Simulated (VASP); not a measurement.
Here is a VASP 6.6.1 calculation.

File POSCAR:

```
ZnS
1.0
    0.1185751349      2.7057057616      2.7057057616
    2.7057057616      0.1185751349      2.7057057616
    2.7057057616      2.7057057616      0.1185751349
Zn S
1 1
Direct
    0.0042657143      0.0042657143      0.0042657143
    0.2457342857      0.2457342857      0.2457342857
```

Contents of INCAR.step1:

```
SYSTEM = ZnS
PREC = Accurate ; ENCUT = 520
ISMEAR = 0 ; SIGMA = 0.01
LREAL = .False. ; LASPH = .True.
NELM = 60 ; NBANDS = 16
GGA = PE ; ALGO = Normal
EDIFF = 1E-4 ; LWAVE = .True.
LCHARG = .False.
```

INCAR.step2

```
SYSTEM = ZnS
PREC = Accurate ; ENCUT = 520
EDIFF = 1E-7 ; ISMEAR = 0
SIGMA = 0.01 ; LREAL = .False.
LASPH = .True. ; NELM = 60
ALGO = Normal ; ISIF = 2
LWAVE = .False. ; LCHARG = .False.
METAGGA = R2SCAN ; LMIXTAU = .True.
NBANDS = 16 ; ISTART = 1
```

Contents of KPOINTS:

```
Automatic mesh
0
Gamma
  8 8 8
  0 0 0
```

Potentials or basis: VASP PAW PBE potentials, release 64 (Zn, S).

Command:

```console
$ cat potpaw_PBE.64/Zn/POTCAR potpaw_PBE.64/S/POTCAR > POTCAR
$ cp INCAR.step1 INCAR
$ mpirun -np 1 vasp_std > vasp.out
$ cp INCAR.step2 INCAR
$ mpirun -np 1 vasp_std > vasp.out
```

**Question.** Estimate the largest force.

**Answer.** 0.004 eV/Å.

**Question.** Predict the pressure.

**Answer.** 4.8 GPa.

**Question.** What does it give for the band gap on the k mesh?

**Answer.** 2.69 eV, direct.

Stress tensor (GPa, compression positive):
```
 4.83 -2.40 -2.40
-2.40  4.83 -2.40
-2.40 -2.40  4.83
```

Caveat: the cell differs from its parent crystal (epitaxial 111 strain -4.0%); the PAW data sets were made with another functional, which shifts forces and pressure a little.
